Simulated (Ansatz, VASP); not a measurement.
**Two plane-wave programs on BaTiO3**

File INCAR:

```
ALGO = Normal
EDIFF = 1E-7
EDIFFG = -0.05
ENCUT = 600
GGA = RE
IBRION = 2
ISIF = 3
ISMEAR = -1
IVDW = 12
LASPH = T
LCHARG = F
LREAL = F
LWAVE = F
NELM = 80
NSW = 100
PREC = Accurate
SIGMA = 0.02
```

File KPOINTS:

```
k-points
0
Gamma
  6 6 6
```

The input POSCAR:

```
BaTiO3
1.0
    4.0060000000      0.0000000000      0.0000000000
    0.0000000000      4.0060000000      0.0000000000
    0.0000000000      0.0000000000      4.0060000000
Ba Ti O
1 1 3
Direct
    0.5000000000      0.5000000000      0.5000000000
    0.0000000000      0.0000000000      0.0000000000
    0.5000000000      0.0000000000      0.0000000000
    0.0000000000      0.5000000000      0.0000000000
    0.0000000000      0.0000000000      0.5000000000
```

Input for Ansatz:

```yaml
crystal:
  lattice:
    - [4.006, 0.0, 0.0]
    - [0.0, 4.006, 0.0]
    - [0.0, 0.0, 4.006]
  atoms:
    - { symbol: Ba, position: [0.5, 0.5, 0.5] }
    - { symbol: Ti, position: [0.0, 0.0, 0.0] }
    - { symbol: O, position: [0.5, 0.0, 0.0] }
    - { symbol: O, position: [0.0, 0.5, 0.0] }
    - { symbol: O, position: [0.0, 0.0, 0.5] }
basis:
  ecutwfc: 517.016338673772
kpoints:
  mp_grid:
    grid: [6, 6, 6]
hamiltonian:
  xc: revpbe
  dispersion: d3bj
scf:
  occupations:
    method: fermi_dirac
    width: 0.02
relax:
  f_tol: 0.05
  max_steps: 100
  cell: {}
```

Alike in both runs: task relaxation of cell and atoms; functional revPBE; dispersion D3(BJ); k mesh 6 × 6 × 6; occupations fermi-dirac, width 0.02 eV; no spin polarisation.

|  | VASP | Ansatz |
| --- | --- | --- |
| version | VASP 6.6.1 | Ansatz 0.2.0 |
| potentials or method | VASP PAW PBE potentials, release 64 (Ba_sv, Ti_sv, O), cutoff 600 eV | plane waves, PAW |
| valence electrons in the cell | 40 | 40 |

```tsv
	VASP	Ansatz	Ansatz less VASP
relaxed volume (Å³/atom)	12.86	12.74	-0.122
relaxed cell length with the largest relative difference (Å)	4.006	3.993	-0.0127
```

VASP's potentials were made for PBE, not for revPBE.

Neither program's run includes spin-orbit coupling. Noted on VASP's run: the relaxation stopped at its first step, so nothing moved.
